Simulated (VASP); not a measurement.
Here is a VASP 6.6.1 calculation.

Contents of INCAR:

```
  PREC = Accurate
  ENCUT = 500
  EDIFF = 1E-6
  ISMEAR = 0
  SIGMA = 0.1
  LREAL = F
  LASPH = T
  NELM = 120
  ALGO = Normal
  ISIF = 2
  LWAVE = F
  LCHARG = F
  GGA = PE
  NBANDS = 36
  GGA_COMPAT = F
```

Contents of KPOINTS:

```
regular mesh
0
Gamma
  14 14 8
```

File POSCAR:

```
MoW3
1.0
    3.2394582349      0.0000000000      0.0000000000
    0.0000000000      3.2394582349      0.0000000000
    0.0000000000      0.0000000000      6.4828934954
Mo W
1 3
Direct
    0.0000000000      0.0000000000      0.0000000000
    0.5000000000      0.5000000000      0.2496617555
    0.0000000000      0.0000000000      0.5000000000
    0.5000000000      0.5000000000      0.7503382445
```

Potentials or basis: VASP PAW PBE potentials, release 64 (Mo_sv, W_sv).

Command:

```sh
$ cat potpaw_PBE.64/Mo_sv/POTCAR potpaw_PBE.64/W_sv/POTCAR > POTCAR
$ mpirun -np 1 vasp_std > vasp.out
```

Predict the pressure.

-14.7 GPa.

What does it give for the band gap on the k mesh?

Zero (bands 28 and 29 overlap by 1.15 eV).

Forces on the atoms (eV/Å):
```
Mo   0.000  0.000  0.000
W    0.000  0.000 -0.003
W    0.000  0.000  0.000
W    0.000  0.000  0.003
```

Caveat: the cell stands under tension; spin-orbit coupling is left out, which moves the levels of the heavy elements.
